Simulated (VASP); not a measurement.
A run of VASP 6.6.1 is set up as follows.

File INCAR:

```
SYSTEM = C
  PREC = Accurate
  ENCUT = 520
  EDIFF = 1E-6
  ISMEAR = 0
  SIGMA = 0.05
  LREAL = .FALSE.
  LASPH = .TRUE.
  NELM = 80
  ALGO = Normal
  ISIF = 2
  LWAVE = .FALSE.
  LCHARG = .FALSE.
  GGA = PE
  NBANDS = 36
```

Contents of KPOINTS:

```
regular mesh
0
G
  10 10 2
  0 0 0
```

POSCAR

```
C
1.0
    1.7857375322     -1.7857375322      0.0000000000
    1.7857375322      0.0000000000     -1.7857375322
    8.0089755326      8.0089755326      8.0089755326
C
12
Direct
    0.6666666667      0.6666666667      0.2415773508
    0.0000000000      0.0000000000      0.0929326604
    0.3333333333      0.3333333333      0.3902220411
    0.6666666667      0.6666666667      0.6875114218
    1.0000000000      1.0000000000      0.5388667315
    0.3333333333      0.3333333333      0.8361561122
    0.6666666667      0.6666666667      0.3530608685
    1.0000000000      1.0000000000      0.2044161782
    0.3333333333      0.3333333333      0.5017055589
    0.6666666667      0.6666666667      0.7989949396
    0.0000000000      0.0000000000      0.6503502493
    0.3333333333      0.3333333333      0.0557714878
```

Potentials or basis: VASP PAW PBE potentials, release 64 (C).

Command:

```bash
$ cat potpaw_PBE.64/C/POTCAR > POTCAR
$ mpirun -np 1 vasp_std > vasp.out
```

Problem. Predict the largest force.

Solution. 3.820 eV/Å.

Problem. Predict the pressure.

Solution. -5.3 GPa.

Stress tensor (GPa, compression positive):
```
-5.26 -4.03 -4.03
-4.03 -5.26 -4.03
-4.03 -4.03 -5.26
```

Caveat: the cell differs from its parent crystal (the distance across one plane changed); the cell stands under tension; forces of over 1 eV/Å act on the atoms, so gaps and moduli don't describe the material at rest.
